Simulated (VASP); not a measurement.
Set up this calculation in VASP 6.6.1, as the native input.

| Property | Result |
| --- | --- |
| Task | single point |
| Functional | PBE |
| Potentials or basis | VASP PAW PBE potentials, release 64 (Cd, Se) |
| Cutoff | 500 eV |
| k mesh | 8 × 8 × 8 |
| Occupations | gaussian, width 0.01 eV |
| Spin | no spin polarisation |
| Dipole correction | no |
| Further INCAR settings | ALGO = Normal; EDIFF = 1e-06; NBANDS = 16 |

The structure of CdSe lies in POSCAR:

```
CdSe
1.0
    0.0000000000      3.0100000000      3.0100000000
    3.0100000000      0.0000000000      3.0100000000
    3.0100000000      3.0100000000      0.0000000000
Cd Se
1 1
Direct
    0.0000000000      0.0000000000      0.0000000000
    0.2500000000      0.2500000000      0.2500000000
```

The input as run:

INCAR

```
SYSTEM = CdSe
PREC = Accurate
ENCUT = 500
EDIFF = 1E-6
ISMEAR = 0
SIGMA = 0.01
LREAL = .False.
LASPH = .True.
NELM = 120
ALGO = Normal
ISIF = 2
LWAVE = .False.
LCHARG = .False.
GGA = PE
NBANDS = 16
GGA_COMPAT = .False.
```

KPOINTS

```
regular mesh
0
Gamma
  8 8 8
  0 0 0
```

Potentials or basis: VASP PAW PBE potentials, release 64 (Cd, Se).

Run with:

```bash
$ cat potpaw_PBE.64/Cd/POTCAR potpaw_PBE.64/Se/POTCAR > POTCAR
$ mpirun -np 1 vasp_std > vasp.out
```

Results of the run:

```json
{
 "Pressure": "5.1 GPa",
 "Band gap on the k mesh": "0.67 eV"
}
```

Caveat: the cell stands under pressure.

Run time: 9.6 s on 1 thread of Intel(R) Xeon(R) 6975P-C (Granite Rapids) (shared host), peak memory 0.18 GiB.
